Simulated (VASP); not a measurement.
# TiGePd3 (Pm-3m) in VASP: notebook

Runs on TiGePd3. Level: PBE. Tasks: relaxation of cell and atoms, single point.

Everything below comes from runs of VASP 6.6.1. Logs are shortened: lines on timing, memory, paths and dates and some standing lists are left out, and cuts for length are marked.

## (1) The cell of the first run

Symmetry: Pm-3m, No. 221, cubic system. The conventional cell has a = 4.185 Å, b = 4.185 Å, c = 4.185 Å, α = 90.00°, β = 90.00°, γ = 90.00°. Within 3.9 Å of Ti (site symmetry m-3m) lie 12 Pd at 2.96 Å and 8 Ge at 3.62 Å. Within 2.8 Å of Ge (site symmetry m-3m) lie 6 Pd at 2.09 Å. Pd (site symmetry 4/mmm) has 2 Ge at 2.09 Å within 2.8 Å.

## (2) Relaxation of cell and atoms, PBE

File INCAR:

```
PREC     = Accurate       # precision mode
ENCUT    = 600            # plane-wave cutoff, eV
EDIFF    = 1E-7           # SCF threshold, eV
ISMEAR   = 0              # smearing method
SIGMA    = 0.1            # smearing width, eV
LREAL    = F              # projectors in reciprocal space
LASPH    = T              # aspherical terms in the spheres
NELM     = 100            # most SCF steps
ALGO     = Normal         # electronic algorithm
ISIF     = 3              # what is computed and relaxed
LWAVE    = F              # write WAVECAR
LCHARG   = F              # write CHGCAR
GGA      = PE             # functional
IBRION   = 2              # ionic algorithm
NSW      = 90             # ionic steps
EDIFFG   = -0.04          # ionic threshold
```

File KPOINTS:

```
Automatic mesh
0
Gamma
  4 4 4
```

File POSCAR:

```
TiGePd3
1.0
    4.1847275200      0.0000000000      0.0000000000
    0.0000000000      4.1847275200      0.0000000000
    0.0000000000      0.0000000000      4.1847275200
Ti Ge Pd
1 1 3
Direct
    0.0000000000      0.0000000000      0.0000000000
    0.5000000000      0.5000000000      0.5000000000
    0.0000000000      0.5000000000      0.5000000000
    0.5000000000      0.0000000000      0.5000000000
    0.5000000000      0.5000000000      0.0000000000
```

Potentials or basis: VASP PAW PBE potentials, release 64 (Ti_sv, Ge_d, Pd).

Command:

```bash
> cat potpaw_PBE.64/Ti_sv/POTCAR potpaw_PBE.64/Ge_d/POTCAR potpaw_PBE.64/Pd/POTCAR > POTCAR
> mpirun -np 1 vasp_std > vasp.out
```

OUTCAR:

```text
PREC = Accurate
   ENCUT = 600
   EDIFF = 1E-7
   ISMEAR = 0
   LREAL = F
   LASPH = T
   NELM = 100
   ISIF = 3
   GGA = PE
   IBRION = 2
   NSW = 90
   EDIFFG = -0.04

 ion  position               nearest neighbor table
   1  0.000  0.000  0.000-   3 2.96   4 2.96   5 2.96   3 2.96   4 2.96   3 2.96   5 2.96   3 2.96
                             4 2.96   5 2.96   4 2.96   5 2.96
   2  0.500  0.500  0.500-   3 2.09   4 2.09   5 2.09   5 2.09   4 2.09   3 2.09
   3  0.000  0.500  0.500-   2 2.09   2 2.09   4 2.96   5 2.96   1 2.96   5 2.96   1 2.96   4 2.96
                             1 2.96   1 2.96   4 2.96   5 2.96   5 2.96   4 2.96
   4  0.500  0.000  0.500-   2 2.09   2 2.09   3 2.96   5 2.96   1 2.96   5 2.96   1 2.96   3 2.96
                             5 2.96   5 2.96   1 2.96   3 2.96   1 2.96   3 2.96
   5  0.500  0.500  0.000-   2 2.09   2 2.09   3 2.96   4 2.96   1 2.96   3 2.96   4 2.96   1 2.96
                             4 2.96   4 2.96   1 2.96   3 2.96   3 2.96   1 2.96

  LATTYP: Found a simple cubic cell.
 ALAT       =     4.1847275200

  Lattice vectors:

 A1 = (   4.1847275200,   0.0000000000,   0.0000000000)
 A2 = (   0.0000000000,   4.1847275200,   0.0000000000)
 A3 = (   0.0000000000,   0.0000000000,   4.1847275200)

Analysis of symmetry for initial positions (statically):
=====================================================================
 Subroutine PRICEL returns:
 Original cell was already a primitive cell.

 Routine SETGRP: Setting up the symmetry group for a
 simple cubic supercell.

 Subroutine GETGRP returns: Found 48 space group operations
 (whereof 48 operations were pure point group operations)
 out of a pool of 48 trial point group operations.

The static configuration has the point symmetry O_h .

Analysis of symmetry for dynamics (positions and initial velocities):
=====================================================================
 Subroutine PRICEL returns:
 Original cell was already a primitive cell.

 Routine SETGRP: Setting up the symmetry group for a
 simple cubic supercell.

 Subroutine GETGRP returns: Found 48 space group operations
 (whereof 48 operations were pure point group operations)
 out of a pool of 48 trial point group operations.

The dynamic configuration has the point symmetry O_h .

 Subroutine INISYM returns: Found 48 space group operations
 (whereof 48 operations are pure point group operations),
 and found     1 'primitive' translations

----------------------------------------------------------------------------------------

                                     Primitive cell

  volume of cell :      73.2827

  direct lattice vectors                    reciprocal lattice vectors
[... 55 lines left out ...]
  0.500000  0.500000  0.000000      3.000000
  0.250000  0.250000  0.250000      8.000000
  0.500000  0.250000  0.250000     12.000000
  0.500000  0.500000  0.250000      6.000000
  0.500000  0.500000  0.500000      1.000000
   k-points           NKPTS =     10   k-points in BZ     NKDIM =     10   number of bands    NBANDS=     33
   number of dos      NEDOS =    301   number of ions     NIONS =      5
   total plane-waves  NPLWV =  46656
   dimension x,y,z NGX =    36 NGY =   36 NGZ =   36
   dimension x,y,z NGXF=    72 NGYF=   72 NGZF=   72
   ions per type =               1   1   3
   NGX,Y,Z   is equivalent  to a cutoff of  14.30, 14.30, 14.30 a.u.
   NGXF,Y,Z  is equivalent  to a cutoff of  28.60, 28.60, 28.60 a.u.
 SYSTEM =  unknown system
   PREC   = accura    normal or accurate (medium, high low for compatibility)
   ISTART =      0    job   : 0-new  1-cont  2-samecut
   ICHARG =      2    charge: 1-file 2-atom 10-const
   ISPIN  =      1    spin polarized calculation?
   LNONCOLLINEAR =      F non collinear calculations
   LSORBIT =      F    spin-orbit coupling
   LASPH  =      T    aspherical Exc in radial PAW
   ENCUT  =  600.0 eV  44.10 Ry    6.64 a.u.   8.36  8.36  8.36*2*pi/ulx,y,z
   NELM   =    100;   NELMIN=  2; NELMDL= -5     # of ELM steps
   EDIFF  = 0.1E-06   stopping-criterion for ELM
   LREAL  =      F    real-space projection
   EDIFFG = -.4E-01   stopping-criterion for IOM
   NSW    =     90    number of steps for IOM
   IBRION =      2    ionic relax: 0-MD 1-quasi-New 2-CG
   NFREE  =      1    steps in history (QN), initial steepest desc. (CG)
   ISIF   =      3    stress and relaxation
   ISYM   =      2    0-nonsym 1-usesym 2-fastsym
   POTIM  = 0.5000    time-step for ionic-motion
   TEBEG  =    0.0;   TEEND  =   0.0 temperature during run
   PSTRESS=    0.0 pullay stress
   NELECT =      56.0000    total number of electrons
   NUPDOWN=      -1.0000    fix difference up-down
   EMIN   =  10.00;   EMAX   =-10.00  energy-range for DOS
   EFERMI =   0.00;   METHOD = LEGACY
   ISMEAR =     0;   SIGMA  =   0.10  broadening in eV -4-tet -1-fermi 0-gaus
   EFERMI_NEDOS =   21; number of points for ismear=-14 and -15
   IALGO  =     38    algorithm
   IMIX   =      4    mixing-type and parameters
     AMIX     =   0.40;   BMIX     =  1.00
     AMIX_MAG =   1.60;   BMIX_MAG =  1.00
  volume/ion in A,a.u.               =      14.66        98.91
  Fermi-wavevector in a.u.,A,eV,Ry     =   1.496708  2.828367 30.478872  2.240134
  Thomas-Fermi vector in A             =   2.608689
   LORBIT       =      0    0 simple, 1 ext, 2 COOP (PROOUT), +10 PAW based schemes
   GGA     = PE    functional components
   LHFCALC =     F    Hartree Fock is set to
   AEXX    =    0.0000 exact exchange contribution
   IVDW    =     0    specifies the selected vdW correction
   LEPSILON=     F    determine dielectric tensor
   LRPA    =     F    only Hartree local field effects (RPA)
 conjugate gradient relaxation of ions
 non-spin polarized calculation
 Gauss-broadening in eV      SIGMA  =   0.10
  energy-cutoff  :      600.00
  volume of cell :       73.28
 maximum number of plane-waves:      2469
 NGX is ok and might be reduce to    36
   NGX = 17   NGY = 17   NGZ = 17

--------------------------------------- Ionic step        1  -------------------------------------------

 number of electron      56.0000024 magnetization

 Free energy of the ion-electron system (eV)
  ---------------------------------------------------
  ext. energy  EPLUGINS =         0.00000000
  ---------------------------------------------------
  free energy    TOTEN  =       -23.44819491 eV

  energy without entropy =      -23.41191149  energy(sigma->0) =      -23.43005320

 E-fermi :  10.6884     XC(G=0): -12.7527

 val. band max:       10.6382110774   @ k =   0.5000   0.5000   0.2500
 cond. band min:      10.7457218628   @ k =   0.5000   0.2500   0.2500
 fundamental gap:      0.1075107854
 Fermi energy:        10.6883528099
[... 880 lines left out ...]
--------------------------------------- Ionic step        5  -------------------------------------------

 number of electron      55.9999992 magnetization

 Free energy of the ion-electron system (eV)
  ---------------------------------------------------
  ext. energy  EPLUGINS =         0.00000000
  ---------------------------------------------------
  free energy    TOTEN  =       -26.79402678 eV

  energy without entropy =      -26.74708061  energy(sigma->0) =      -26.77055369

 E-fermi :   6.8011     XC(G=0): -11.1913

 val. band max:        6.7747140915   @ k =   0.5000   0.2500   0.0000
 cond. band min:       6.8301889552   @ k =   0.5000   0.5000   0.5000
 fundamental gap:      0.0554748637
 Fermi energy:         6.8011216336
[... 390 lines left out ...]
  FREE ENERGIE OF THE ION-ELECTRON SYSTEM (eV)
  ---------------------------------------------------
  free  energy   TOTEN  =       -26.7940267807 eV

  energy  without entropy=      -26.7470806076  energy(sigma->0) =      -26.77055369

 reached required accuracy - stopping structural energy minimisation
```

OSZICAR:

```text
N       E                     dE             d eps       ncg     rms          rms(c)
DAV:   1     0.627771476032E+03    0.62777E+03   -0.30172E+04   790   0.368E+03
DAV:   2     0.587392346331E+02   -0.56903E+03   -0.55694E+03   668   0.828E+02
DAV:   3    -0.237621347843E+02   -0.82501E+02   -0.80575E+02   765   0.198E+02
[... 111 lines left out ...]
DAV:   6    -0.267939658504E+02    0.46244E-04   -0.93389E-04   836   0.234E-01    0.107E-01
DAV:   7    -0.267940598265E+02   -0.93976E-04   -0.29004E-04   994   0.104E-01    0.682E-02
DAV:   8    -0.267940261250E+02    0.33702E-04   -0.23038E-04   866   0.821E-02    0.555E-03
DAV:   9    -0.267940267180E+02   -0.59308E-06   -0.55763E-06   847   0.167E-02    0.236E-03
DAV:  10    -0.267940267807E+02   -0.62665E-07   -0.28398E-07   666   0.320E-03
   5 F= -.26794027E+02 E0= -.26770554E+02  d E =-.334583E+01
```

CONTCAR:

```text
TiGePd3
   1.00000000000000
     4.5946683079821620    0.0000000000000000   -0.0000000000000000
     0.0000000000000000    4.5946683079821620    0.0000000000000000
     0.0000000000000000    0.0000000000000000    4.5946683079821620
  Ti              Ge              Pd
     1     1     3
Direct
     0.0000000000000000    0.0000000000000000    0.0000000000000000
     0.5000000000000000    0.5000000000000000    0.5000000000000000
     0.0000000000000000    0.5000000000000000    0.5000000000000000
     0.5000000000000000    0.0000000000000000    0.5000000000000000
     0.5000000000000000    0.5000000000000000    0.0000000000000000

  0.00000000E+00  0.00000000E+00  0.00000000E+00
  0.00000000E+00  0.00000000E+00  0.00000000E+00
  0.00000000E+00  0.00000000E+00  0.00000000E+00
  0.00000000E+00  0.00000000E+00  0.00000000E+00
  0.00000000E+00  0.00000000E+00  0.00000000E+00
```

Wall time 3.1 min (1 thread of AMD EPYC 9R45 (Zen 5), shared host); peak memory 0.2 GiB.

Results:

```yaml
Free_energy: -26.7940 eV
Relaxed_volume: 19.40 Å³/atom
Relaxed_cell: a = 4.595 Å, b = 4.595 Å, c = 4.595 Å, α = 90.00°, β = 90.00°, γ = 90.00°
Space_group_after_relaxing_to_0.05_Å: Pm-3m (No. 221)
Energy_gained_by_relaxing: 669.2 meV/atom
Ionic_steps: 5
Pressure_after_relaxing: 0.0 GPa
Band_gap_on_the_k_mesh: zero (band 28 reaches 6.85 eV, above the bottom of band 29 at 6.63 eV)
```

Step by step:
```csv
step,energy change (eV),largest force (eV/Å),pressure (GPa),volume (Å³)
1,0.0000,0.0000,59.76,73.28
2,0.5005,0.0000,-15.79,147.90
3,-3.3230,0.0000,-2.66,99.68
4,-3.3424,0.0000,-1.06,98.03
5,-3.3458,0.0000,0.02,97.00
```

Final structure:
```
Ti Ge Pd
1.0
     4.59467    0.00000    0.00000
     0.00000    4.59467    0.00000
     0.00000    0.00000    4.59467
Ti Ge Pd
1 1 3
Direct
  0.00000 0.00000 0.00000
  0.50000 0.50000 0.50000
  0.00000 0.50000 0.50000
  0.50000 0.00000 0.50000
  0.50000 0.50000 0.00000
```

Caveat: the k points lie up to 0.34 Å⁻¹ apart in the final cell; the volume moved by over 15 % at a fixed basis, so the end points are rough.

## (3) Single point, PBE, collinear spin, ferromagnetic start

This run uses another cell than the first one, of 19.32 Å³/atom, 1.318 times its volume.

File INCAR:

```
SYSTEM = TiGePd3
PREC = Accurate
ENCUT = 520
EDIFF = 1E-7
ISMEAR = 0
SIGMA = 0.1
LREAL = .False.
LASPH = .True.
NELM = 150
ALGO = Fast
ISIF = 2
LWAVE = .False.
LCHARG = .False.
ISPIN = 2
MAGMOM = 1 0 1 1 1
LORBIT = 11
LMAXMIX = 4
GGA = PE
NBANDS = 40
```

File KPOINTS:

```
regular mesh
0
Gamma
  4 4 4
  0 0 0
```

POSCAR, as its differences from that of step 2:

```diff
@@ -2,5 +2,5 @@
 1.0
-    4.1847275200      0.0000000000      0.0000000000
-    0.0000000000      4.1847275200      0.0000000000
-    0.0000000000      0.0000000000      4.1847275200
+    4.5883280679      0.0000000000      0.0000000000
+    0.0000000000      4.5883280679      0.0000000000
+    0.0000000000      0.0000000000      4.5883280679
 Ti Ge Pd
```

Potentials or basis: VASP PAW PBE potentials, release 64 (Ti_sv, Ge_d, Pd).

Command:

```bash
> cat potpaw_PBE.64/Ti_sv/POTCAR potpaw_PBE.64/Ge_d/POTCAR potpaw_PBE.64/Pd/POTCAR > POTCAR
> mpirun -np 1 vasp_std > vasp.out
```

OUTCAR:

```text
SYSTEM = TiGePd3
   PREC = Accurate
   ENCUT = 520
   EDIFF = 1E-7
   ISMEAR = 0
   LREAL = .False.
   LASPH = .True.
   NELM = 150
   ISIF = 2
   ISPIN = 2
   LORBIT = 11
   GGA = PE

 ion  position               nearest neighbor table
   1  0.000  0.000  0.000-
   2  0.500  0.500  0.500-   3 2.29   4 2.29   5 2.29   5 2.29   4 2.29   3 2.29
   3  0.000  0.500  0.500-   2 2.29   2 2.29   5 3.24   5 3.24   4 3.24   4 3.24   4 3.24   5 3.24
                             5 3.24   4 3.24
   4  0.500  0.000  0.500-   2 2.29   2 2.29   5 3.24   5 3.24   3 3.24   3 3.24   5 3.24   5 3.24
                             3 3.24   3 3.24
   5  0.500  0.500  0.000-   2 2.29   2 2.29   4 3.24   3 3.24   3 3.24   4 3.24   4 3.24   4 3.24
                             3 3.24   3 3.24

  LATTYP: Found a simple cubic cell.
 ALAT       =     4.5883280679
[... 1083 lines left out ...]
      0.00000      0.00000      0.00000         0.000000      0.000000      0.000000
      2.29416      2.29416      2.29416         0.000000      0.000000      0.000000
      0.00000      2.29416      2.29416         0.000000      0.000000      0.000000
      2.29416      0.00000      2.29416         0.000000      0.000000      0.000000
      2.29416      2.29416      0.00000         0.000000      0.000000      0.000000
 -----------------------------------------------------------------------------------
    total drift:                                0.000000      0.000000      0.000000

  FREE ENERGIE OF THE ION-ELECTRON SYSTEM (eV)
  ---------------------------------------------------
  free  energy   TOTEN  =       -26.8053457699 eV

  energy  without entropy=      -26.7586419433  energy(sigma->0) =      -26.78199386

 total charge

# of ion       s       p       d       tot
------------------------------------------
    1        2.133   6.025   1.669   9.827
    2        1.160   1.394  10.183  12.737
    3        0.472   0.428   8.613   9.513
    4        0.472   0.428   8.613   9.513
    5        0.472   0.428   8.613   9.513
--------------------------------------------------
tot          4.710   8.703  37.690  51.102

 magnetization (x)

# of ion       s       p       d       tot
------------------------------------------
    1        0.000   0.000   0.000   0.000
    2        0.000   0.000  -0.000  -0.000
    3        0.000  -0.000   0.000  -0.000
    4        0.000  -0.000   0.000  -0.000
    5        0.000  -0.000   0.000  -0.000
--------------------------------------------------
tot          0.000  -0.000   0.000   0.000
```

stdout:

```text
POSCAR found type information on POSCAR TiGePd
 POSCAR found :  3 types and       5 ions
[... 41 lines left out ...]
 num prob  num prob  num prob  num prob  num prob  num prob  num prob  num prob  num prob  num prob  num prob  num prob  num prob WARNING in EDDRMM: call to ZHEGV failed, returncode =   8  4     32
 num prob  num prob RMM:  45    -0.268053457083E+02   -0.13249E-06   -0.10125E-06  1075   0.230E-03    0.350E-04
 num prob  num prob  num prob  num prob  num prob  num prob  num prob  num prob  num prob  num prob  num prob  num prob  num prob  num prob  num prob  num prob  num prob  num prob  num prob  num prob  num prob  num prob WARNING in EDDRMM: call to ZHEGV failed, returncode =   8  4     26
 num prob RMM:  46    -0.268053457699E+02   -0.61558E-07   -0.66242E-07   992   0.194E-03
```

It took 3 min on 1 thread of AMD EPYC 9R45 (Zen 5), shared host; peak memory 0.25 GiB.

What came out:

| Property | Result |
| --- | --- |
| Free energy | -26.8053 eV |
| Pressure | 0.4 GPa |
| Band gap on the k mesh | zero (filled and empty bands overlap) |
| Net moment | 0.00 μB per cell |
| Valence electrons inside the program's atomic spheres | Ti 9.83; Ge 12.74; Pd 9.51 |

## (4) Single point, PBE, collinear spin, ferromagnetic start

This run uses another cell than the first one, of 19.54 Å³/atom, 1.333 times its volume.

File INCAR:

```
PREC = Accurate ; ENCUT = 520
EDIFF = 1E-7 ; ISMEAR = 0
SIGMA = 0.1 ; LREAL = False
LASPH = True ; NELM = 150
ALGO = Normal ; ISIF = 2
LWAVE = False ; LCHARG = False
ISPIN = 2 ; MAGMOM = 1.53 0 0 0 0
LORBIT = 11 ; LMAXMIX = 4
GGA = PE ; NBANDS = 40
```

File KPOINTS:

```
Automatic mesh
0
Gamma
  8 8 8
```

POSCAR, as its differences from that of step 3:

```diff
@@ -2,5 +2,5 @@
 1.0
-    4.5883280679      0.0000000000      0.0000000000
-    0.0000000000      4.5883280679      0.0000000000
-    0.0000000000      0.0000000000      4.5883280679
+    4.6053988548      0.0000000000      0.0000000000
+    0.0000000000      4.6053988548      0.0000000000
+    0.0000000000      0.0000000000      4.6053988548
 Ti Ge Pd
```

Command:

```bash
> cat potpaw_PBE.64/Ti_sv/POTCAR potpaw_PBE.64/Ge_d/POTCAR potpaw_PBE.64/Pd/POTCAR > POTCAR
> mpirun -np 1 vasp_std > vasp.out
```

Wall time 4.2 min (1 thread of AMD EPYC 9R45 (Zen 5), shared host); peak memory 0.36 GiB.

The run converged. Its results:

```
Free energy                                           : -26.7795 eV
Pressure                                              : -0.8 GPa
Band gap on the k mesh                                : zero (filled and empty bands overlap)
Net moment                                            : 0.00 μB per cell
Valence electrons inside the program's atomic spheres : Ti 9.83; Ge 12.71; Pd 9.49
```

Levels at points of the mesh, in eV from the Fermi level:
Spin up:
```tsv
k point	band 26	band 27	band 28	band 29	band 30	band 31
(0.00, 0.00, 0.00)	-1.42	-1.42	-1.24	0.33	0.33	0.76
(0.50, 0.00, 0.00)	-1.52	-0.19	-0.19	0.23	0.42	0.74
(0.50, 0.50, 0.00)	-1.11	-0.54	-0.54	0.10	0.10	0.40
(0.50, 0.50, 0.50)	-0.24	-0.24	-0.24	0.07	0.07	0.07
```
Spin down:
```tsv
k point	band 25	band 26	band 27	band 28	band 29	band 30	band 31	band 32
(0.00, 0.00, 0.00)	-1.42	-1.42	-1.42	-1.24	0.33	0.33	0.76	0.76
(0.50, 0.00, 0.00)	-1.74	-1.52	-0.19	-0.19	0.23	0.42	0.74	1.32
(0.50, 0.50, 0.00)	-1.81	-1.11	-0.54	-0.54	0.10	0.10	0.40	0.40
(0.50, 0.50, 0.50)	-1.45	-0.24	-0.24	-0.24	0.07	0.07	0.07	0.67
```

## (5) Overview

| task | spin | cell | k mesh | cutoff (eV) | gap on the mesh (eV) | pressure (GPa) | moment (μB) |
| --- | --- | --- | --- | --- | --- | --- | --- |
| relaxation of cell and atoms | off | relaxed from a = 4.185 Å, 5 atoms | 4 × 4 × 4 | 600 | none | 0.0 | - |
| single point | collinear, ferromagnetic start | a = 4.588 Å, 5 atoms | 4 × 4 × 4 | 520 | none | 0.4 | 0.00 |
| single point | collinear, ferromagnetic start | a = 4.605 Å, 5 atoms | 8 × 8 × 8 | 520 | none | -0.8 | 0.00 |

Alike in all rows: level PBE; potentials or basis VASP PAW PBE potentials, release 64 (Ti_sv, Ge_d, Pd); smearing gaussian 0.1 eV.

Caveats: some runs use coarse meshes; the volume moved by over 15 % at a fixed basis, so the end points are rough (some runs).

Total energies depend on the potentials used, so only differences within one code and one set of settings carry meaning.
